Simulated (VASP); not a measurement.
Write the native input for VASP 6.6.1 that does the following.

```yaml
Task: single point
Functional: PBE
Potentials_or_basis: VASP PAW PBE potentials, release 64 (Si, O, La)
Cutoff: 520 eV
k_mesh: 9 × 9 × 1
Occupations: gaussian, width 0.05 eV
Spin: no spin polarisation
Dipole_correction: no
Further_INCAR_settings: LREAL = Auto; ALGO = Normal; EDIFF = 1e-07; NBANDS = 76
```

The structure of La2Si5O3 (an interface model) lies in POSCAR:

```
La2Si5O3
1.0
    3.8679403874      0.0000000000      0.0000000000
   -1.9339701937      3.3497346358      0.0000000000
    0.0000000000      0.0000000000     27.7726046489
Si O La
10 6 4
Direct
    0.3333333333      0.6666666667      0.0180033528
    0.0000000000      1.0000000000      0.0464320881
    0.0000000000      1.0000000000      0.1317182939
   -0.3333333333      1.3333333333      0.1601470292
   -0.3333333333      1.3333333333      0.2454332350
   -0.6666666667      1.6666666667      0.2738619703
   -0.6666666667      1.6666666667      0.3591481761
   -1.0000000000      2.0000000000      0.3875769113
   -1.0000000000      2.0000000000      0.4728631172
   -1.3333333333      2.3333333333      0.5012918524
   -1.3333333333      2.3333333333      0.5671841237
   -1.6666666667      1.6666666667      0.6484661132
   -1.0000000000      2.0000000000      0.7297481027
   -1.3333333333      2.3333333333      0.7949481084
   -1.6666666667      1.6666666667      0.8762300979
   -1.0000000000      2.0000000000      0.9575120874
   -1.0000000000      2.0000000000      0.5921704638
   -1.3333333333      2.3333333333      0.7047617627
   -1.0000000000      2.0000000000      0.8199344484
   -1.3333333333      2.3333333333      0.9325257473
```

One way to write it, as run:

INCAR

```
SYSTEM = La2Si5O3
ALGO = Normal ; EDIFF = 1E-7
ENCUT = 520 ; GGA = PE
ISIF = 2 ; ISMEAR = 0
LASPH = .TRUE. ; LCHARG = .FALSE.
LREAL = Auto ; LWAVE = .FALSE.
NBANDS = 76 ; NELM = 80
PREC = Accurate ; SIGMA = 0.05
```

KPOINTS

```
k-points
0
G
  9 9 1
  0 0 0
```

Potentials or basis: VASP PAW PBE potentials, release 64 (Si, O, La).

The run is started by

```bash
$ cat potpaw_PBE.64/Si/POTCAR potpaw_PBE.64/O/POTCAR potpaw_PBE.64/La/POTCAR > POTCAR
$ mpirun -np 1 vasp_std > vasp.out
```

It gave:

The pressure is 2.2 GPa. The largest force is 2.293 eV/Å and the band gap on the k mesh is zero (bands 60 and 61 overlap by 0.54 eV).

Caveat: spin-orbit coupling is left out, which moves the levels of the heavy elements.

Run time: 29 min on 1 thread of Intel(R) Xeon(R) Platinum 8488C (Sapphire Rapids), with other jobs on the host, peak memory 0.57 GiB.
